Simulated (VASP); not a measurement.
A run of VASP 6.6.1 is set up as follows.

File INCAR:

```
ALGO     = Normal         # electronic algorithm
EDIFF    = 1E-6           # SCF threshold, eV
ENCUT    = 520            # plane-wave cutoff, eV
GGA      = PE             # functional
ISIF     = 2              # what is computed and relaxed
ISMEAR   = -1             # smearing method
LASPH    = True           # aspherical terms in the spheres
LCHARG   = False          # write CHGCAR
LREAL    = False          # projectors in reciprocal space
LWAVE    = False          # write WAVECAR
NBANDS   = 18             # bands
NELM     = 60             # most SCF steps
PREC     = Accurate       # precision mode
SIGMA    = 0.06122561905347299 # smearing width, eV
```

KPOINTS

```
k-points
0
Gamma
  10 10 10
```

POSCAR

```
Sc
1.0
    0.0000000000      3.2529339974      3.2529339974
    3.2529339974      0.0000000000      3.2529339974
    3.2529339974      3.2529339974      0.0000000000
Sc
2
Direct
    0.0000000000      0.0000000000      0.0000000000
    0.2500000000      0.2500000000      0.2500000000
```

Potentials or basis: VASP PAW PBE potentials, release 64 (Sc_sv).

Run with:

```sh
$ cat potpaw_PBE.64/Sc_sv/POTCAR > POTCAR
$ mpirun -np 1 vasp_std > vasp.out
```

(1) What does it give for the band gap on the k mesh?

(2) What does it give for the pressure?

Answers

(1) zero (bands 11 and 12 overlap by 0.60 eV).

(2) 0.0 GPa.
